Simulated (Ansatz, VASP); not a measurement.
## Ta2N in VASP and in Ansatz

Contents of INCAR:

```
SYSTEM = Ta2N
ALGO = Normal ; EDIFF = 1E-7
ENCUT = 520 ; GGA = PE
ISIF = 2 ; ISMEAR = 0
LASPH = .TRUE. ; LCHARG = .FALSE.
LREAL = .FALSE. ; LWAVE = .FALSE.
NBANDS = 50 ; NELM = 100
PREC = Accurate ; SIGMA = 0.15
```

Contents of KPOINTS:

```
k-points
0
G
  9 9 8
  0 0 0
```

POSCAR

```
Ta2N
1.0
    5.2791162262      0.0000000000      0.0000000000
   -2.6395581131      4.5718487614      0.0000000000
    0.0000000000      0.0000000000      5.0214953543
Ta N
6 3
Direct
    0.6553111351      0.6553111351      0.7528547364
    0.0000000000      0.3446888649      0.7528547364
    0.3446888649      0.0000000000      0.7528547364
    0.3446888649      0.3446888649      0.2471452636
    0.0000000000      0.6553111351      0.2471452636
    0.6553111351      0.0000000000      0.2471452636
    0.6666666667      0.3333333333      0.5000000000
    0.3333333333      0.6666666667      0.5000000000
    0.0000000000      0.0000000000      0.0000000000
```

Input for Ansatz:

```yaml
crystal:
  lattice:
    - [5.2791162262, 0.0, 0.0]
    - [-2.6395581131, 4.5718487614, 0.0]
    - [0.0, 0.0, 5.0214953543]
  atoms:
    - { symbol: Ta, position: [0.6553111351, 0.6553111351, 0.7528547364] }
    - { symbol: Ta, position: [0.0, 0.3446888649, 0.7528547364] }
    - { symbol: Ta, position: [0.3446888649, 0.0, 0.7528547364] }
    - { symbol: Ta, position: [0.3446888649, 0.3446888649, 0.2471452636] }
    - { symbol: Ta, position: [0.0, 0.6553111351, 0.2471452636] }
    - { symbol: Ta, position: [0.6553111351, 0.0, 0.2471452636] }
    - { symbol: "N", position: [0.6666666667, 0.3333333333, 0.5] }
    - { symbol: "N", position: [0.3333333333, 0.6666666667, 0.5] }
    - { symbol: "N", position: [0.0, 0.0, 0.0] }
basis:
  ecutwfc: 520.0
kpoints:
  mp_grid: { grid: [9, 9, 8] }
hamiltonian:
  xc: pbe
  pseudopotentials: { kind: paw, azcp: { folder: soft_1 } }
scf:
  occupations: { method: gaussian, width: 0.15 }
output:
  forces: true
  stress: true
  eigenvalues: true
```

Alike in both runs: task single point; functional PBE; k mesh 9 × 9 × 8; occupations gaussian, width 0.15 eV; no spin polarisation.

```csv
,VASP,Ansatz
version,VASP 6.6.1,Ansatz 0.2.0
potentials or method,"VASP PAW PBE potentials, release 64 (Ta_pv, N), cutoff 520 eV","scalar-relativistic, plane waves, PAW"
valence electrons in the cell,81,93
```

```tsv
	VASP	Ansatz	Ansatz less VASP
gap on the k mesh at the Fermi level (eV)	none	none	-
pressure (GPa)	1.2	0.7	-0.48
traceless stress, the component that is largest in VASP (GPa)	-2.61	-2.60	+0.010
rms of the force components (eV/Å)	0.711	0.709	-0.0027
```

Atom by atom the forces differ by 0.010 eV/Å (rms over components). A gap of «none» marks a metal or a gap that the smearing closes. VASP's potentials hold 81 valence electrons a cell and Ansatz's 93, so a difference there can come from the potentials and not from the codes.

Neither program's run includes spin-orbit coupling.
